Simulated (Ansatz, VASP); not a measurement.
One calculation of Ni, two programs

```
Ni
1.0
     0.00000    1.73165    1.73165
     1.73165    0.00000    1.73165
     1.73165    1.73165    0.00000
Ni
1
Direct
  0.00000 0.00000 0.00000
```

Alike in both runs: functional PBEsol; k mesh 24 × 24 × 24; occupations methfessel-paxton of order 1, width 0.1 eV; collinear spin.

Ansatz relaxed the structure, and its values are those at the end. VASP's run is a single point on that final structure, the one shown.

|  | VASP | Ansatz |
| --- | --- | --- |
| version | VASP 6.6.1 | Ansatz 0.2.0 |
| potentials or method | VASP PAW PBE potentials, release 64 (Ni) | scalar-relativistic, plane waves, PAW |
| plane-wave cutoff (eV) | 520 | 420 |
| valence electrons in the cell | 10 | 18 |

VASP gave:

```
gap on the k mesh at the Fermi level (eV)                     : none
pressure (GPa)                                                : -0.1
net moment per atom (μB)                                      : 0.63
size of the moment on the site where the two differ most (μB) : 0.63
```

Task: What did Ansatz give for the same quantities?

Result: gap on the k mesh at the Fermi level (eV): none; pressure (GPa): 0.0; net moment per atom (μB): 0.65; size of the moment on the site where the two differ most (μB): 0.69.

VASP's potentials were made for PBE, not for PBEsol. Site moments also hang on the region over which each program counts them. A gap of «none» marks a metal or a gap that the smearing closes. The functional is the same, so the differences come from potentials, cutoffs and numerics. VASP's potentials hold 10 valence electrons a cell and Ansatz's 18, so a difference there can come from the potentials and not from the codes.
